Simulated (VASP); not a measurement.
Ga, 3 atoms in the cell. It takes space group P6/mmm (No. 191, hexagonal). The conventional cell has a = 4.229 Å, b = 4.229 Å, c = 2.622 Å, α = 90.00°, β = 90.00°, γ = 120.00°. Ga (site symmetry 6/mmm) has 14 Ga at 2.62 to 2.77 Å within 3.5 Å. Ga (site symmetry -6m2) has 11 Ga at 2.44 to 2.77 Å within 3.2 Å. This isn't the form of Ga at room conditions, which is orthorhombic.

| Quantity | Value |
| --- | --- |
| Program | VASP 6.6.1 |
| Task | relaxation of cell and atoms |
| Functional | LDA |
| Potentials or basis | VASP PAW LDA potentials, release 64 (Ga_d) |
| Cutoff | 600 eV |
| k mesh | 8 × 8 × 12 |
| Occupations | fermi-dirac, width 0.08 eV |
| Spin | no spin polarisation |
| Target pressure | 29 GPa |
| Dipole correction | no |
| Further INCAR settings | ALGO = Normal; EDIFF = 1e-07; IBRION = 2; EDIFFG = -0.005; NSW = 60; ISIF = 3 |

Potentials or basis: VASP PAW LDA potentials, release 64 (Ga_d).

The run is started by

```sh
$ cat potpaw_LDA.64/Ga_d/POTCAR > POTCAR
$ mpirun -np 1 vasp_std > vasp.out
```

Hardware: 1 thread of Intel(R) Xeon(R) Platinum 8488C (Sapphire Rapids), on a shared host.

Task: How long does it take, and how much memory?

Result: Run time: 7.6 min on 1 thread of Intel(R) Xeon(R) Platinum 8488C (Sapphire Rapids), on a shared host, peak memory 0.2 GiB. Counts: scf iterations 117, k points 70, ion steps 14.
